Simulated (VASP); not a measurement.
## AlN (rocksalt type): single point with PBE

AlN (rocksalt type):

```
Al N
1.0
     0.00000    1.98682    1.98682
     1.98682    0.00000    1.98682
     1.98682    1.98682    0.00000
Al N
1 1
Direct
  0.00000 0.00000 0.00000
  0.50000 0.50000 0.50000
```

- Program: VASP 6.6.1
- Task: single point
- Functional: PBE
- Potentials or basis: VASP PAW PBE potentials, release 64 (Al, N)
- Cutoff: 520 eV
- k mesh: 16 × 16 × 16
- Occupations: fermi-dirac, width 0.08 eV
- Spin: no spin polarisation

```
Pressure               : 20.7 GPa
Band gap on the k mesh : 5.12 eV, indirect (least direct gap 6.45 eV)
```

Levels at points of the mesh, in eV from the valence-band top:
```csv
k point,band 1,band 2,band 3,band 4,band 5,band 6,band 7,band 8
"(0.00, 0.00, 0.00)",-18.04,0.00,0.00,0.00,6.45,12.33,12.33,12.33
"(0.50, 0.00, 0.00)",-14.56,-8.64,-1.18,-1.18,6.47,11.43,11.43,14.09
"(0.50, 0.50, 0.00)",-13.51,-7.74,-2.93,-2.93,5.12,5.21,14.70,18.09
```

It took 8.9 s on 1 thread of Intel(R) Xeon(R) 6975P-C (Granite Rapids), on a shared host, peak memory 0.15 GiB.

A k mesh can miss the band edges.
